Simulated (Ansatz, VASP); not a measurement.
**Pt in VASP and in Ansatz**

```
Pt
1.0
    -1.56047    1.56047    1.56047
     1.56047   -1.56047    1.56047
     1.56047    1.56047   -1.56047
Pt
1
Direct
  0.00000 0.00000 0.00000
```

Alike in both runs: functional PBEsol; k mesh 18 × 18 × 18; occupations gaussian, width 0.1 eV; no spin polarisation.

Ansatz relaxed the structure, and its values are those at the end. VASP's run is a single point on that final structure, the one shown.

|  | VASP | Ansatz |
| --- | --- | --- |
| version | VASP 6.6.1 | Ansatz 0.2.0 |
| potentials or method | VASP PAW PBE potentials, release 64 (Pt), cutoff 500 eV | scalar-relativistic, plane waves, PAW |
| valence electrons in the cell | 10 | 18 |

VASP gave:

| Property | Result |
| --- | --- |
| gap on the k mesh at the Fermi level (eV) | none |
| pressure (GPa) | -0.4 |

Question: Estimate Ansatz's values.

Answer: gap on the k mesh at the Fermi level (eV): none; pressure (GPa): 0.0.

VASP's potentials were made for PBE, not for PBEsol. A gap of «none» marks a metal or a gap that the smearing closes. The functional is the same, so the differences come from potentials, cutoffs and numerics. VASP's potentials hold 10 valence electrons a cell and Ansatz's 18, so a difference there can come from the potentials and not from the codes.

Spin-orbit coupling is off throughout.
